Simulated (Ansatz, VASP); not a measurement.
# Two plane-wave programs on WC

```
CELL_PARAMETERS angstrom
3.13254 0.00000 0.00000
-1.56627 2.71286 0.00000
0.00000 0.00000 3.05532
ATOMIC_POSITIONS crystal
W 0.00000 0.00000 0.00000
C 0.66667 0.33333 0.50000
```

Change from the starting cell: strain +0.080 along x and y, +0.080 along z, atoms carried along.

Alike in both runs: task single point; functional PBE; k mesh 18 × 18 × 16; occupations gaussian, width 0.15 eV; no spin polarisation.

|  | VASP | Ansatz |
| --- | --- | --- |
| version | VASP 6.6.1 | Ansatz 0.2.0 |
| potentials or method | VASP PAW PBE potentials, release 64 (W_sv, C), cutoff 520 eV | scalar-relativistic, plane waves, PAW |
| valence electrons in the cell | 18 | 18 |

|  | VASP | Ansatz | Ansatz less VASP |
| --- | --- | --- | --- |
| gap on the k mesh at the Fermi level (eV) | none | none | - |
| pressure (GPa) | -50.9 | -51.3 | -0.39 |
| traceless stress, the component that is largest in VASP (GPa) | -6.16 | -6.26 | -0.094 |

A gap of «none» marks a metal or a gap that the smearing closes. Both programs put the cell under strong tension, so it lies far from rest at this level.

Spin-orbit coupling is off throughout. Noted on VASP's run: the cell as given lies far from equilibrium.
